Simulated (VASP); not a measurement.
Wanted: the native input for a VASP 6.6.1 run.

- Task: electric field gradients
- Functional: PBE
- Potentials or basis: VASP PAW PBE potentials, release 64 (Os)
- Cutoff: 520 eV
- k mesh: 18 × 18 × 10
- Occupations: fermi-dirac, width 0.15 eV
- Spin: no spin polarisation
- Dipole correction: no
- Further INCAR settings: ALGO = Normal; EDIFF = 1e-08; NBANDS = 15

The structure of Os lies in POSCAR:

```
Os
1.0
    2.7545062634      0.0000000000      0.0000000000
   -1.3772531317      2.3854723990      0.0000000000
    0.0000000000      0.0000000000      4.3494171523
Os
2
Direct
    0.3333333333      0.6666666667      0.2500000000
    0.6666666667      0.3333333333      0.7500000000
```

These files were run (other wordings do the same):

INCAR

```
SYSTEM = Os
PREC = Accurate
ENCUT = 520
EDIFF = 1E-8
ISMEAR = -1
SIGMA = 0.15
LREAL = .False.
LASPH = .True.
NELM = 100
ALGO = Normal
ISIF = 2
LWAVE = .False.
LCHARG = .False.
GGA = PE
LEFG = .True.
NBANDS = 15
```

KPOINTS

```
Automatic mesh
0
Gamma
  18 18 10
  0 0 0
```

Potentials or basis: VASP PAW PBE potentials, release 64 (Os).

The run is started by

```sh
$ cat potpaw_PBE.64/Os/POTCAR > POTCAR
$ mpirun -np 1 vasp_std > vasp.out
```

Results of the run:

| Quantity | Value |
| --- | --- |
| Pressure | -0.2 GPa |
| Band gap on the k mesh | zero (band 8 reaches 11.11 eV, above the bottom of band 9 at 7.31 eV) |

Caveat: without QUAD_EFG the Cq values of the log hold for a quadrupole moment of 1 mb, not for the nuclei; spin-orbit coupling is left out, which moves the levels of the heavy elements.

Wall time 34 s on 1 thread of Intel(R) Xeon(R) 6975P-C (Granite Rapids), with other jobs on the host, peak memory 0.19 GiB.
